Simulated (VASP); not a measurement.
Write the native input for VASP 6.6.1 that does the following.

```
Task                   : electric field gradients
Functional             : PBEsol
Potentials or basis    : VASP PAW PBE potentials, release 64 (Te, Pb_d)
Cutoff                 : 520 eV
k mesh                 : 10 × 10 × 10
Occupations            : fermi-dirac, width 0.03 eV
Spin                   : no spin polarisation
Dipole correction      : no
Further INCAR settings : ALGO = Normal; EDIFF = 1e-08; NBANDS = 17
```

The structure of TePb lies in POSCAR:

```
TePb
1.0
    0.0000000000      3.2270000000      3.1947300000
    3.2270000000      0.0000000000      3.1947300000
    3.2270000000      3.2270000000      0.0000000000
Te Pb
1 1
Direct
    0.5000000000      0.5000000000      0.5000000000
    0.0000000000      0.0000000000      0.0000000000
```

This cell differs from its parent crystal: zz strain of -1 %.

One way to write it, as run:

INCAR

```
SYSTEM = TePb
PREC     = Accurate       ! precision mode
ENCUT    = 520            ! plane-wave cutoff, eV
EDIFF    = 1E-8           ! SCF threshold, eV
ISMEAR   = -1             ! smearing method
SIGMA    = 0.03           ! smearing width, eV
LREAL    = .False.        ! projectors in reciprocal space
LASPH    = .True.         ! aspherical terms in the spheres
NELM     = 100            ! most SCF steps
ALGO     = Normal         ! electronic algorithm
ISIF     = 2              ! what is computed and relaxed
LWAVE    = .False.        ! write WAVECAR
LCHARG   = .False.        ! write CHGCAR
GGA      = PS             ! functional
LEFG     = .True.       
NBANDS   = 17             ! bands
```

KPOINTS

```
Automatic mesh
0
Gamma
  10 10 10
  0 0 0
```

Potentials or basis: VASP PAW PBE potentials, release 64 (Te, Pb_d).

Launch:

```console
$ cat potpaw_PBE.64/Te/POTCAR potpaw_PBE.64/Pb_d/POTCAR > POTCAR
$ mpirun -np 1 vasp_std > vasp.out
```

Results of the run:

```
Pressure                                : 0.2 GPa
Band gap on the k mesh                  : 0.63 eV
Largest electric field gradient by atom : Te -5.2; Pb -33.1 V/Å²
```

Caveat: the cell differs from its parent crystal (zz strain of -1 %); without QUAD_EFG the Cq values of the log hold for a quadrupole moment of 1 mb, not for the nuclei; the PAW data sets were made with another functional, which shifts forces and pressure a little; spin-orbit coupling is left out, which moves the levels of the heavy elements.

Run time: 2.1 min on 1 thread of Intel Xeon 8259CL, with other jobs on the host, peak memory 0.28 GiB.
